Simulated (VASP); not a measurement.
Set up this calculation in VASP 6.6.1, as the native input.

| Quantity | Value |
| --- | --- |
| Task | single point |
| Functional | PBE |
| Potentials or basis | VASP PAW PBE potentials, release 64 (Re, Sb) |
| Cutoff | 520 eV |
| k mesh | 12 × 12 × 4 |
| Occupations | gaussian, width 0.1 eV |
| Spin | no spin polarisation |
| Dipole correction | no |
| Further INCAR settings | ALGO = Normal; EDIFF = 1e-06; NBANDS = 26 |

The structure of ReSb2 lies in POSCAR:

```
ReSb2
1.0
    3.3016903687      0.0000000000      0.0000000000
   -1.6508451844      2.8593477347      0.0000000000
    0.0000000000      0.0000000000     14.6475846211
Re Sb
2 4
Direct
    0.3333333333      0.6666666667      0.2500000000
    0.6666666667      0.3333333333      0.7500000000
    0.3333333333      0.6666666667      0.8855560332
    0.6666666667      0.3333333333      0.1144439668
    0.6666666667      0.3333333333      0.3855560332
    0.3333333333      0.6666666667      0.6144439668
```

One way to write it, as run:

INCAR

```
ALGO = Normal
EDIFF = 1E-6
ENCUT = 520
GGA = PE
ISIF = 2
ISMEAR = 0
LASPH = T
LCHARG = F
LREAL = F
LWAVE = F
NBANDS = 26
NELM = 80
PREC = Accurate
SIGMA = 0.1
```

KPOINTS

```
k-points
0
Gamma
  12 12 4
```

Potentials or basis: VASP PAW PBE potentials, release 64 (Re, Sb).

Command:

```console
$ cat potpaw_PBE.64/Re/POTCAR potpaw_PBE.64/Sb/POTCAR > POTCAR
$ mpirun -np 1 vasp_std > vasp.out
```

Results of the run:

| Item | Value |
| --- | --- |
| Pressure | -0.2 GPa |
| Largest force | 0.005 eV/Å |
| Band gap on the k mesh | zero (band 17 reaches 9.11 eV, above the bottom of band 18 at 7.38 eV) |

Caveat: spin-orbit coupling is left out, which moves the levels of the heavy elements.

Wall time 120 s on 1 thread of Intel(R) Xeon(R) 6975P-C (Granite Rapids), on a shared host, peak memory 0.39 GiB.
